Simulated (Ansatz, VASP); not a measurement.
Mg2C: VASP beside Ansatz

```
CELL_PARAMETERS angstrom
0.00000 2.71094 2.71094
2.71094 0.00000 2.71094
2.71094 2.71094 0.00000
ATOMIC_POSITIONS crystal
C 0.00000 0.00000 0.00000
Mg 0.25000 0.25000 0.25000
Mg 0.75000 0.75000 0.75000
```

Alike in both runs: task single point; functional PBE; k mesh 6 × 6 × 6; no spin polarisation.

|  | VASP | Ansatz |
| --- | --- | --- |
| version | VASP 6.6.1 | Ansatz 0.2.0 |
| potentials or method | VASP PAW PBE potentials, release 64 (C, Mg) | plane waves, PAW |
| plane-wave cutoff (eV) | 520 | 420 |
| occupations | gaussian, width 0.01 eV | fixed |
| valence electrons in the cell | 8 | 24 |

|  | VASP | Ansatz | Ansatz less VASP |
| --- | --- | --- | --- |
| gap on the k mesh at the Fermi level (eV) | 0.73 | 0.74 | +0.010 |
| pressure (GPa) | 1.8 | 1.9 | +0.18 |

VASP's potentials hold 8 valence electrons a cell and Ansatz's 24, so a difference there can come from the potentials and not from the codes.
